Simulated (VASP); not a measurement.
A run of VASP 6.6.1 is set up as follows.

The input INCAR:

```
SYSTEM = LiCl
PREC = Accurate
ENCUT = 520
EDIFF = 1E-7
ISMEAR = 0
SIGMA = 0.05
LREAL = .FALSE.
LASPH = .TRUE.
NELM = 60
ALGO = Normal
ISIF = 2
LWAVE = .FALSE.
LCHARG = .FALSE.
GGA = CA
NBANDS = 12
```

Contents of KPOINTS:

```
regular mesh
0
G
  8 8 8
  0 0 0
```

File POSCAR:

```
LiCl
1.0
    0.0000000000      2.4365220000      2.5647600000
    2.4365220000      0.0000000000      2.5647600000
    2.4365220000      2.4365220000      0.0000000000
Li Cl
1 1
Direct
    0.0000000000      0.0000000000      0.0000000000
    0.5000000000      0.5000000000      0.5000000000
```

Potentials or basis: VASP PAW LDA potentials, release 64 (Li_sv, Cl).

The run is started by

```bash
$ cat potpaw_LDA.64/Li_sv/POTCAR potpaw_LDA.64/Cl/POTCAR > POTCAR
$ mpirun -np 1 vasp_std > vasp.out
```

Task: Predict the band gap on the k mesh.

Result: 6.42 eV, indirect (least direct gap 6.55 eV).

Caveat: the cell differs from its parent crystal (strain -0.050 along x and y, +0.000 along z). A k mesh can miss the band edges.
